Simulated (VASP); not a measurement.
Set up this calculation in VASP 6.6.1, as the native input.

```yaml
Task: single point
Functional: r2SCAN
Potentials_or_basis: VASP PAW PBE potentials, release 64 (Te, Mo_sv)
Cutoff: 520 eV
k_mesh: 12 × 12 × 2
Occupations: gaussian, width 0.05 eV
Spin: no spin polarisation
Dipole_correction: no
Further_INCAR_settings: ALGO = Normal; EDIFF = 1e-06; NBANDS = 20
```

The system is Te2Mo, a slab with vacuum.

```
Te Mo
1.0
     3.56023    0.00000    0.00000
    -1.78012    3.08325    0.00000
     0.00000    0.00000   17.52406
Te Mo
2 1
Direct
  0.33639 0.67278 0.89692
  0.33639 0.67278 0.10121
  0.00000 0.00000 0.00000
```

This cell differs from its parent crystal: all Te atoms moved -0.025 Å, as atom 1 towards its neighbour atom 3 (Mo) at 2.726 Å.

These files were run (other wordings do the same):

POSCAR

```
Te2Mo
1.0
    3.5602328140      0.0000000000      0.0000000000
   -1.7801164070      3.0832520603      0.0000000000
    0.0000000000      0.0000000000     17.5240578200
Te Mo
2 1
Direct
    0.3363907139      0.6727814278      0.8969185657
    0.3363907139      0.6727814278      0.1012076657
    0.0000000000      0.0000000000      0.0000000000
```

INCAR.step1

```
SYSTEM = Te2Mo
PREC = Accurate
ENCUT = 520
ISMEAR = 0
SIGMA = 0.05
LREAL = .False.
LASPH = .True.
NELM = 100
NBANDS = 20
GGA = PE
ALGO = Normal
EDIFF = 1E-4
LWAVE = .True.
LCHARG = .False.
```

INCAR.step2

```
SYSTEM = Te2Mo
PREC = Accurate
ENCUT = 520
EDIFF = 1E-6
ISMEAR = 0
SIGMA = 0.05
LREAL = .False.
LASPH = .True.
NELM = 100
ALGO = Normal
ISIF = 2
LWAVE = .False.
LCHARG = .False.
METAGGA = R2SCAN
LMIXTAU = .True.
NBANDS = 20
ISTART = 1
```

KPOINTS

```
Automatic mesh
0
Gamma
  12 12 2
  0 0 0
```

Potentials or basis: VASP PAW PBE potentials, release 64 (Te, Mo_sv).

Launch:

```bash
$ cat potpaw_PBE.64/Te/POTCAR potpaw_PBE.64/Mo_sv/POTCAR > POTCAR
$ cp INCAR.step1 INCAR
$ mpirun -np 1 vasp_std > vasp.out
$ cp INCAR.step2 INCAR
$ mpirun -np 1 vasp_std > vasp.out
```

Results of the run:

The largest force is 0.451 eV/Å. The band gap on the k mesh is 1.13 eV.

Caveat: the cell differs from its parent crystal (all Te atoms moved -0.025 Å, as atom 1 towards its neighbour atom 3 (Mo) at 2.726 Å); the PAW data sets were made with another functional, which shifts forces and pressure a little; spin-orbit coupling is left out, which moves the levels of the heavy elements.

Run time: 18 min on 1 thread of Intel(R) Xeon(R) Platinum 8259CL CPU @ 2.50GHz (Skylake/Cascade Lake) (shared host), peak memory 0.57 GiB.
